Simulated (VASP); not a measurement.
# LiTi12 (a cell with a defect) in VASP: single point with LDA

Aim: the single point of LiTi12 (a cell with a defect) with LDA.

Program: VASP 6.6.1. These are calculated values, not measurements. Logs are shortened: lines on timing, memory, paths and dates and some standing lists are left out, and cuts for length are marked.

### 1 The cell of the first run

The cell holds a defect, 13 atoms: a = 5.900 Å, b = 8.850 Å, c = 4.685 Å, α = 90.00°, β = 90.00°, γ = 120.00°.

### 2 Single point, LDA

INCAR

```
PREC = Accurate
ENCUT = 520
EDIFF = 1E-6
ISMEAR = -1
SIGMA = 0.15
LREAL = False
LASPH = True
NELM = 60
ALGO = Normal
ISIF = 2
LWAVE = False
LCHARG = False
NBANDS = 86
```

KPOINTS

```
Automatic mesh
0
Gamma
  3 2 4
```

POSCAR

```
LiTi12
1.0
    5.9000000000      0.0000000000      0.0000000000
   -4.4250000000      7.6643250000      0.0000000000
    0.0000000000      0.0000000000      4.6846000000
Ti Li
12 1
Direct
    0.0070964877      0.0173652605      0.0026000085
    0.1928312442      0.2096077606      0.5207595099
   -0.0749786670      0.2760467491      0.1588361867
    0.1967229969      0.6144342783      0.3817401699
   -0.0125754270      0.6679882442     -0.0592955642
    0.1305925466      0.8865979718      0.4856201170
    0.4570130142     -0.0076314613      0.0353293771
    0.6633294458      0.2298618600      0.6013486744
    0.5092877393      0.3429922400      0.0477806003
    0.6710469868      0.5631808411      0.4741478461
    0.5594522613      0.7136902467     -0.0064165564
    0.6805303227      0.9220029161      0.5029795500
    0.1815160643      0.4492365603      0.7871769201
```

Potentials or basis: VASP PAW LDA potentials, release 64 (Ti_sv, Li_sv).

Launch:

```sh
$ cat potpaw_LDA.64/Ti_sv/POTCAR potpaw_LDA.64/Li_sv/POTCAR > POTCAR
$ mpirun -np 1 vasp_std > vasp.out
```

OUTCAR:

```text
PREC = Accurate
   ENCUT = 520
   EDIFF = 1E-6
   ISMEAR = -1
   LREAL = False
   LASPH = True
   NELM = 60
   ISIF = 2

 ion  position               nearest neighbor table
   1  0.007  0.017  0.003-  11 2.66   3 2.67   2 2.71   7 2.78   6 2.80   2 2.85  12 2.88  12 2.88

   2  0.193  0.210  0.521-  13 2.49   3 2.58   6 2.70   1 2.71   8 2.72   9 2.75  12 2.82   1 2.85

   3  0.925  0.276  0.159-  13 2.31   8 2.49   2 2.58   1 2.67   7 2.71   4 2.80   9 2.84
   4  0.197  0.614  0.382-  13 2.37   5 2.57  11 2.60   6 2.67   3 2.80  12 2.85
   5  0.987  0.668  0.941-   4 2.57   6 2.71  10 2.72  11 2.76   7 2.86   9 2.89
   6  0.131  0.887  0.486-   4 2.67   7 2.69   2 2.70   5 2.71  10 2.79   1 2.80  12 2.83
   7  0.457  0.992  0.035-   6 2.69   3 2.71   8 2.73   1 2.78  12 2.78  11 2.82   5 2.86
   8  0.663  0.230  0.601-   3 2.49   9 2.67   2 2.72   7 2.73  12 2.81
   9  0.509  0.343  0.048-  10 2.61   8 2.67   2 2.75   3 2.84   5 2.89
  10  0.671  0.563  0.474-   9 2.61   5 2.72   6 2.79  11 2.86
  11  0.559  0.714  0.994-  13 2.48   4 2.60   1 2.66   5 2.76  12 2.81   7 2.82  10 2.86  12 2.88

  12  0.681  0.922  0.503-   7 2.78  11 2.81   8 2.81   2 2.82   6 2.83   4 2.85   1 2.88  11 2.88
                             1 2.88
  13  0.182  0.449  0.787-   3 2.31   4 2.37  11 2.48   2 2.49

  LATTYP: Found a simple monoclinic cell.
 ALAT       =     5.9000000000
 B/A-ratio  =     0.7940000000
 C/A-ratio  =     1.3228756849
 COS(beta)  =    -0.1889822323

  Lattice vectors:

 A1 = (   5.9000000000,   0.0000000000,   0.0000000000)
 A2 = (   0.0000000000,   0.0000000000,   4.6846000000)
 A3 = (  -1.4750000000,  -7.6643250000,   0.0000000000)

Analysis of symmetry for initial positions (statically):
=====================================================================
 Subroutine PRICEL returns:
 Original cell was already a primitive cell.

 Routine SETGRP: Setting up the symmetry group for a
 simple monoclinic supercell.

 Subroutine GETGRP returns: Found  1 space group operations
 (whereof  1 operations were pure point group operations)
 out of a pool of  4 trial point group operations.

The static configuration has the point symmetry C_1 .

Analysis of symmetry for dynamics (positions and initial velocities):
=====================================================================
 Subroutine PRICEL returns:
 Original cell was already a primitive cell.

 Routine SETGRP: Setting up the symmetry group for a
 simple monoclinic supercell.

 Subroutine GETGRP returns: Found  1 space group operations
 (whereof  1 operations were pure point group operations)
 out of a pool of  4 trial point group operations.

The dynamic configuration has the point symmetry C_1 .

 Subroutine INISYM returns: Found  1 space group operations
 (whereof  1 operations are pure point group operations),
 and found     1 'primitive' translations

----------------------------------------------------------------------------------------

                                     Primitive cell

  volume of cell :     211.8354

  direct lattice vectors                    reciprocal lattice vectors
     5.900000000  0.000000000  0.000000000     0.169491525  0.097855976  0.000000000
    -4.425000000  7.664325000  0.000000000     0.000000000  0.130474634  0.000000000
     0.000000000  0.000000000  4.684600000     0.000000000  0.000000000  0.213465397

  length of vectors
     5.900000000  8.850000153  4.684600000     0.195711955  0.130474634  0.213465397

  position of ions in fractional coordinates (direct lattice)
     0.007096488  0.017365261  0.002600009
     0.192831244  0.209607761  0.520759510
     0.925021333  0.276046749  0.158836187
     0.196722997  0.614434278  0.381740170
     0.987424573  0.667988244  0.940704436
     0.130592547  0.886597972  0.485620117
     0.457013014  0.992368539  0.035329377
     0.663329446  0.229861860  0.601348674
     0.509287739  0.342992240  0.047780600
     0.671046987  0.563180841  0.474147846
[... 54 lines left out ...]
|        whereas your k-lattice is hexagonal.                                 |
|                                                                             |
|     Results are often still useful ...                                      |
|                                                                             |
 -----------------------------------------------------------------------------

 Subroutine IBZKPT returns following result:
 ===========================================

 Found     14 irreducible k-points:

 Following reciprocal coordinates:
            Coordinates               Weight
  0.000000  0.000000  0.000000      1.000000
  0.333333 -0.000000  0.000000      2.000000
  0.000000  0.500000  0.000000      1.000000
  0.333333  0.500000  0.000000      2.000000
  0.000000  0.000000  0.250000      2.000000
  0.333333 -0.000000  0.250000      2.000000
 -0.333333  0.000000  0.250000      2.000000
  0.000000  0.500000  0.250000      2.000000
  0.333333  0.500000  0.250000      2.000000
 -0.333333  0.500000  0.250000      2.000000
  0.000000  0.000000  0.500000      1.000000
  0.333333 -0.000000  0.500000      2.000000
  0.000000  0.500000  0.500000      1.000000
  0.333333  0.500000  0.500000      2.000000
   k-points           NKPTS =     14   k-points in BZ     NKDIM =     14   number of bands    NBANDS=     86
   number of dos      NEDOS =    301   number of ions     NIONS =     13
   total plane-waves  NPLWV = 120960
   dimension x,y,z NGX =    48 NGY =   70 NGZ =   36
   dimension x,y,z NGXF=    96 NGYF=  140 NGZF=   72
   ions per type =              12   1
   NGX,Y,Z   is equivalent  to a cutoff of  13.53, 13.15, 12.78 a.u.
   NGXF,Y,Z  is equivalent  to a cutoff of  27.05, 26.30, 25.55 a.u.
 SYSTEM =  unknown system
   PREC   = accura    normal or accurate (medium, high low for compatibility)
   ISTART =      0    job   : 0-new  1-cont  2-samecut
   ICHARG =      2    charge: 1-file 2-atom 10-const
   ISPIN  =      1    spin polarized calculation?
   LNONCOLLINEAR =      F non collinear calculations
   LSORBIT =      F    spin-orbit coupling
   LASPH  =      T    aspherical Exc in radial PAW
   ENCUT  =  520.0 eV  38.22 Ry    6.18 a.u.  10.97 16.46  8.71*2*pi/ulx,y,z
   NELM   =     60;   NELMIN=  2; NELMDL= -5     # of ELM steps
   EDIFF  = 0.1E-05   stopping-criterion for ELM
   LREAL  =      F    real-space projection
   EDIFFG = 0.1E-04   stopping-criterion for IOM
   NSW    =      0    number of steps for IOM
   IBRION =     -1    ionic relax: 0-MD 1-quasi-New 2-CG
   NFREE  =      0    steps in history (QN), initial steepest desc. (CG)
   ISIF   =      2    stress and relaxation
   ISYM   =      2    0-nonsym 1-usesym 2-fastsym
   POTIM  = 0.5000    time-step for ionic-motion
   TEBEG  =    0.0;   TEEND  =   0.0 temperature during run
   PSTRESS=    0.0 pullay stress
   NELECT =     147.0000    total number of electrons
   NUPDOWN=      -1.0000    fix difference up-down
   EMIN   =  10.00;   EMAX   =-10.00  energy-range for DOS
   EFERMI =   0.00;   METHOD = LEGACY
   ISMEAR =    -1;   SIGMA  =   0.15  broadening in eV -4-tet -1-fermi 0-gaus
   EFERMI_NEDOS =   21; number of points for ismear=-14 and -15
   IALGO  =     38    algorithm
   IMIX   =      4    mixing-type and parameters
     AMIX     =   0.40;   BMIX     =  1.00
     AMIX_MAG =   1.60;   BMIX_MAG =  1.00
  volume/ion in A,a.u.               =      16.30       109.96
  Fermi-wavevector in a.u.,A,eV,Ry     =   1.449376  2.738924 28.581642  2.100691
  Thomas-Fermi vector in A             =   2.567110
   LORBIT       =      0    0 simple, 1 ext, 2 COOP (PROOUT), +10 PAW based schemes
   GGA     = CA    functional components
   LHFCALC =     F    Hartree Fock is set to
   AEXX    =    0.0000 exact exchange contribution
   IVDW    =     0    specifies the selected vdW correction
   LEPSILON=     F    determine dielectric tensor
   LRPA    =     F    only Hartree local field effects (RPA)
 non-spin polarized calculation
  energy-cutoff  :      520.00
  volume of cell :      211.84
 maximum number of plane-waves:      5706
 NGX is ok and might be reduce to    48
   NGX = 21   NGY = 33   NGZ = 17

 number of electron     147.0000003 magnetization

 Free energy of the ion-electron system (eV)
  ---------------------------------------------------
  ext. energy  EPLUGINS =         0.00000000
  ---------------------------------------------------
  free energy    TOTEN  =      -102.86315529 eV

  energy without entropy =     -101.47255369  energy(sigma->0) =     -102.16785449

 E-fermi :   7.9881     XC(G=0): -11.7857

 val. band max:        7.9847219363   @ k =   0.0000   0.0000   0.5000
 cond. band min:       7.9905495462   @ k =   0.3333   0.5000   0.0000
 fundamental gap:      0.0058276100
 Fermi energy:         7.9881286364

 k-point     1 :       0.0000    0.0000    0.0000
  band No.  band energies     occupation
      1     -47.9492      2.00000
      2     -47.8676      2.00000
      3     -47.8500      2.00000
      4     -47.8035      2.00000
      5     -47.7724      2.00000
      6     -47.7410      2.00000
[... 1221 lines left out ...]
     84       8.9848      0.00260
     85       9.0260      0.00197
 [bands above 85 left out]

------------------------ aborting loop because EDIFF is reached ----------------------------------------

  FORCE on cell =-STRESS in cart. coord.  units (eV):
  Direction    XX          YY          ZZ          XY          YZ          ZX
  --------------------------------------------------------------------------------------
  -------------------------------------------------------------------------------------
  Total       -5.8326578     -3.9610696     -0.5248482      0.8330994     -1.8532567     -0.3896789
  in kB      -44.1142238    -29.9588144     -3.9695921      6.3009929    -14.0167631     -2.9472637
  external PRESSURE =     -26.0142101 kB  Pullay stress =       0.0000000 kB

 VOLUME and BASIS-vectors are now :
 -----------------------------------------------------------------------------
  energy-cutoff  :      520.00
  volume of cell :      211.84
      direct lattice vectors                 reciprocal lattice vectors
     5.900000000  0.000000000  0.000000000     0.169491525  0.097855976  0.000000000
    -4.425000000  7.664325000  0.000000000     0.000000000  0.130474634  0.000000000
     0.000000000  0.000000000  4.684600000     0.000000000  0.000000000  0.213465397

 POSITION                                       TOTAL-FORCE (eV/Angst)
 -----------------------------------------------------------------------------------
     -0.03497      0.13309      0.01218        -0.000099      0.006790      0.011384
      0.21019      1.60650      2.43955         0.019300     -0.005093      0.014682
      4.23612      2.11571      0.74408         0.005783      0.006612      0.031502
     -1.55821      4.70922      1.78830         0.015657      0.028671     -0.030753
      2.86996      5.11968      4.40682         0.002018      0.016690      0.001408
     -3.15270      6.79518      2.27494        -0.002929      0.004653      0.009766
     -1.69485      7.60584      0.16550         0.019399     -0.004034      0.023422
      2.89650      1.76174      2.81708        -0.016450     -0.026006      0.012111
      1.48706      2.62880      0.22383        -0.015276      0.017051     -0.012540
      1.46710      4.31640      2.22119         0.007815     -0.011025      0.015296
      0.14269      5.46995      4.65454         0.034896     -0.016119     -0.025721
     -0.06473      7.06653      2.35626         0.007376     -0.004823     -0.010479
     -0.91693      3.44310      3.68761        -0.077489     -0.013368     -0.040078
 -----------------------------------------------------------------------------------
    total drift:                               -0.000698     -0.000283      0.000193

  FREE ENERGIE OF THE ION-ELECTRON SYSTEM (eV)
  ---------------------------------------------------
  free  energy   TOTEN  =      -102.8631552858 eV

  energy  without entropy=     -101.4725536888  energy(sigma->0) =     -102.16785449
```

Run time: 5.6 min. Hardware: 1 thread of Intel Xeon Platinum 8488C (Sapphire Rapids), shared host; peak memory 0.36 GiB.

Results:

* Free energy: -102.8632 eV
* Largest force: 0.088 eV/Å
* Band gap on the k mesh: zero (an odd number of electrons rules out a gap without spin polarisation)

Forces in eV/Å, atoms in the order of the input:
```
Ti   0.000  0.007  0.011
Ti   0.019 -0.005  0.015
Ti   0.006  0.007  0.032
Ti   0.016  0.029 -0.031
Ti   0.002  0.017  0.001
Ti  -0.003  0.005  0.010
Ti   0.019 -0.004  0.023
Ti  -0.016 -0.026  0.012
Ti  -0.015  0.017 -0.013
Ti   0.008 -0.011  0.015
Ti   0.035 -0.016 -0.026
Ti   0.007 -0.005 -0.010
Li  -0.077 -0.013 -0.040
```

Levels at points of the mesh, in eV from the Fermi level:
| k point | band 70 | band 71 | band 72 | band 73 | band 74 | band 75 | band 76 | band 77 |
| --- | --- | --- | --- | --- | --- | --- | --- | --- |
| (0.00, 0.00, 0.00) | -0.45 | -0.23 | -0.08 | 0.04 | 0.09 | 0.15 | 0.25 | 0.38 |
| (0.00, 0.50, 0.00) | -0.41 | -0.21 | -0.17 | -0.06 | 0.14 | 0.19 | 0.36 | 0.46 |
| (0.00, 0.00, 0.50) | -0.31 | -0.24 | -0.09 | -0.08 | 0.00 | 0.16 | 0.31 | 0.40 |
| (0.00, 0.50, 0.50) | -0.34 | -0.32 | -0.18 | -0.12 | 0.07 | 0.20 | 0.33 | 0.39 |

Caveat: the k points lie up to 0.41 Å⁻¹ apart, too coarse for converged energies and pressures of a metal; the cutoff is under 1.25 times the usual one of these potentials, so pressure, stress and relaxed cells hold a basis-set (Pulay) error.
